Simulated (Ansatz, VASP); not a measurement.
Two plane-wave programs on Te6Mo3H

INCAR

```
SYSTEM = Te6Mo3H
PREC = Accurate
ENCUT = 520
EDIFF = 1E-6
ISMEAR = 0
SIGMA = 0.05
LREAL = .FALSE.
LASPH = .TRUE.
NELM = 100
ALGO = Normal
ISIF = 2
LWAVE = .FALSE.
LCHARG = .FALSE.
GGA = PS
IVDW = 12
NBANDS = 50
```

The input KPOINTS:

```
regular mesh
0
G
  9 9 2
  0 0 0
```

Contents of POSCAR:

```
Te6Mo3H
1.0
    3.4334342720      0.0000000000      0.0000000000
   -1.7167171360      2.9734413017      0.0000000000
    0.0000000000      0.0000000000     20.7704294686
Te Mo H
6 3 1
Direct
    0.0000000000      0.0000000000      0.9125759363
    0.3333333333      0.6666666667      0.5917818730
    0.3333333333      0.6666666667      0.2333053354
    0.3333333333      0.6666666667      0.7666946646
    0.3333333333      0.6666666667      0.4082181270
    0.0000000000      0.0000000000      0.0874240637
    0.0000000000      0.0000000000      0.6791511892
    0.0000000000      0.0000000000      0.3208488108
    0.3333333333      0.6666666667      0.0000000000
   -0.0523098300      0.0571784183      0.5023436347
```

Input for Ansatz:

```yaml
crystal:
  lattice:
    - [3.433434272, 0.0, 0.0]
    - [-1.716717136, 2.9734413017, 0.0]
    - [0.0, 0.0, 20.7704294686]
  atoms:
    - { symbol: Te, position: [0.0, 0.0, 0.9125759363] }
    - { symbol: Te, position: [0.3333333333, 0.6666666667, 0.591781873] }
    - { symbol: Te, position: [0.3333333333, 0.6666666667, 0.2333053354] }
    - { symbol: Te, position: [0.3333333333, 0.6666666667, 0.7666946646] }
    - { symbol: Te, position: [0.3333333333, 0.6666666667, 0.408218127] }
    - { symbol: Te, position: [0.0, 0.0, 0.0874240637] }
    - { symbol: Mo, position: [0.0, 0.0, 0.6791511892] }
    - { symbol: Mo, position: [0.0, 0.0, 0.3208488108] }
    - { symbol: Mo, position: [0.3333333333, 0.6666666667, 0.0] }
    - { symbol: H, position: [-0.05230983, 0.0571784183, 0.5023436347] }
basis:
  ecutwfc: 420
kpoints:
  mp_grid: { grid: [9, 9, 2] }
hamiltonian:
  xc: pbesol
  pseudopotentials: { kind: paw, azcp: { folder: soft_1 } }
  dispersion: d3bj
scf:
  occupations: { method: gaussian, width: 0.05 }
output:
  forces: true
  stress: true
  eigenvalues: true
```

Alike in both runs: task single point; functional PBEsol; dispersion D3(BJ); k mesh 9 × 9 × 2; occupations gaussian, width 0.05 eV; no spin polarisation.

```csv
,VASP,Ansatz
version,VASP 6.6.1,Ansatz 0.2.0
potentials or method,"VASP PAW PBE potentials, release 64 (Te, Mo_sv, H), cutoff 520 eV","scalar-relativistic, plane waves, PAW"
valence electrons in the cell,79,139
```

VASP gave:

| Quantity | Value |
| --- | --- |
| gap on the k mesh at the Fermi level (eV) | none |
| pressure (GPa) | -0.9 |
| traceless stress, the component that is largest in VASP (GPa) | -0.21 |
| rms of the force components (eV/Å) | 0.233 |

Problem. What did Ansatz give for the same quantities?

Solution. gap on the k mesh at the Fermi level (eV): none; pressure (GPa): -1.0; traceless stress, the component that is largest in VASP (GPa): -0.21; rms of the force components (eV/Å): 0.227.

VASP's potentials were made for PBE, not for PBEsol, and Ansatz warns of the same on its side. Atom by atom the forces differ by 0.013 eV/Å (rms over components). A gap of «none» marks a metal or a gap that the smearing closes. VASP's potentials hold 79 valence electrons a cell and Ansatz's 139, so a difference there can come from the potentials and not from the codes.

Spin-orbit coupling is off throughout.
